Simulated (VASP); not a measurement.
Input of a VASP 6.6.1 run:

File INCAR:

```
SYSTEM = GaP
ALGO     = Normal         ! electronic algorithm
EDIFF    = 1E-6           ! SCF threshold, eV
ENCUT    = 520            ! plane-wave cutoff, eV
GGA      = PE             ! functional
ISIF     = 2              ! what is computed and relaxed
ISMEAR   = 0              ! smearing method
LASPH    = .True.         ! aspherical terms in the spheres
LCHARG   = .False.        ! write CHGCAR
LREAL    = .False.        ! projectors in reciprocal space
LWAVE    = .False.        ! write WAVECAR
NBANDS   = 16             ! bands
NELM     = 100            ! most SCF steps
PREC     = Accurate       ! precision mode
SIGMA    = 0.05           ! smearing width, eV
```

Contents of KPOINTS:

```
k-points
0
Gamma
  8 8 8
  0 0 0
```

POSCAR

```
GaP
1.0
    0.0000000000      2.7252500000      2.5072300000
    2.7252500000      0.0000000000      2.5072300000
    2.7252500000      2.7252500000      0.0000000000
Ga P
1 1
Direct
    0.0000000000      0.0000000000      0.0000000000
    0.7500000000      0.7500000000      0.7500000000
```

Potentials or basis: VASP PAW PBE potentials, release 64 (Ga_d, P).

Launch:

```sh
$ cat potpaw_PBE.64/Ga_d/POTCAR potpaw_PBE.64/P/POTCAR > POTCAR
$ mpirun -np 1 vasp_std > vasp.out
```

Question: Predict the band gap on the k mesh.

Answer: 0.69 eV, indirect (least direct gap 2.20 eV).

Question: Predict the pressure.

Answer: 10.9 GPa.

Stress tensor (GPa, compression positive):
```
 9.22  0.00  0.00
 0.00  9.22  0.00
 0.00  0.00 14.23
```

Caveat: the cell differs from its parent crystal (strain +0.000 along x and y, -0.080 along z). A k mesh can miss the band edges.
